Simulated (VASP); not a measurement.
Here is a VASP 6.6.1 calculation.

The input INCAR:

```
SYSTEM = Ta19W
PREC = Accurate ; ENCUT = 400
EDIFF = 1E-6 ; ISMEAR = 1
SIGMA = 0.1 ; LREAL = .FALSE.
LASPH = .TRUE. ; NELM = 120
ALGO = Normal ; ISIF = 2
LWAVE = .FALSE. ; LCHARG = .FALSE.
LDIPOL = .TRUE. ; IDIPOL = 3
DIPOL = 0.5 0.5 0.500 ; GGA = PE
IVDW = 12 ; NBANDS = 128
GGA_COMPAT = .FALSE. ; NELMDL = -8
```

Contents of KPOINTS:

```
Automatic mesh
0
G
  8 8 1
  0 0 0
```

The input POSCAR:

```
Ta19W
1.0
    5.7485781963      0.0000000147      0.0000000000
   -1.9161927520      5.4198114926      0.0000000000
    0.0000000000      0.0000000000     21.3873474423
Ta W
19 1
Direct
    0.0000000000      0.0000000000      0.2860917468
    0.0000000000      0.5000000000      0.2859114732
    0.5000000000      0.0000000000      0.2859114732
    0.5000000000      0.5000000000      0.2859367093
    0.2499229295      0.2499229295      0.3906748690
    0.2501918646      0.7498081354      0.3907146261
    0.7498081354      0.2501918646      0.3907146261
    0.7500770705      0.7500770705      0.3906748690
    0.5000000000      0.5000000000      0.5005408869
    0.5000000000      0.0000000000      0.5002005384
    1.0000000000      0.5000000000      0.5002005384
    0.0000000000      0.0000000000      0.4998375664
    0.7529799482      0.7529799482      0.6103441695
    0.7477681696      0.2522318304      0.6094342426
    0.2522318304      0.7477681696      0.6094342426
    0.2470200518      0.2470200518      0.6103441695
    0.0000000000      0.5000000000      0.7143723045
    0.5000000000      0.0000000000      0.7143723045
    0.5000000000      0.5000000000      0.7145578223
    0.0000000000      0.0000000000      0.7097308219
```

Potentials or basis: VASP PAW PBE potentials, release 64 (Ta_pv, W_sv).

Command:

```bash
$ cat potpaw_PBE.64/Ta_pv/POTCAR potpaw_PBE.64/W_sv/POTCAR > POTCAR
$ mpirun -np 1 vasp_std > vasp.out
```

What does it give for the dispersion energy per atom?

-0.511 eV.

What does it give for the band gap on the k mesh?

Zero (an odd number of electrons rules out a gap without spin polarisation).

Estimate the largest force.

0.147 eV/Å.

Forces in eV/Å, atoms in the order of the input:
```
Ta   0.000  0.000  0.140
Ta   0.000  0.000  0.145
Ta   0.000  0.000  0.145
Ta   0.000  0.000  0.147
Ta  -0.001 -0.001  0.093
Ta   0.000  0.000  0.092
Ta   0.000  0.000  0.092
Ta   0.001  0.001  0.093
Ta   0.000  0.000 -0.001
Ta   0.000  0.000  0.000
Ta   0.000  0.000  0.000
Ta   0.000  0.000 -0.004
Ta  -0.006 -0.008 -0.099
Ta   0.001 -0.001 -0.093
Ta  -0.001  0.001 -0.093
Ta   0.006  0.008 -0.099
Ta   0.000  0.000 -0.145
Ta   0.000  0.000 -0.145
Ta   0.000  0.000 -0.138
W    0.000  0.000 -0.131
```

Caveat: spin-orbit coupling is left out, which moves the levels of the heavy elements.
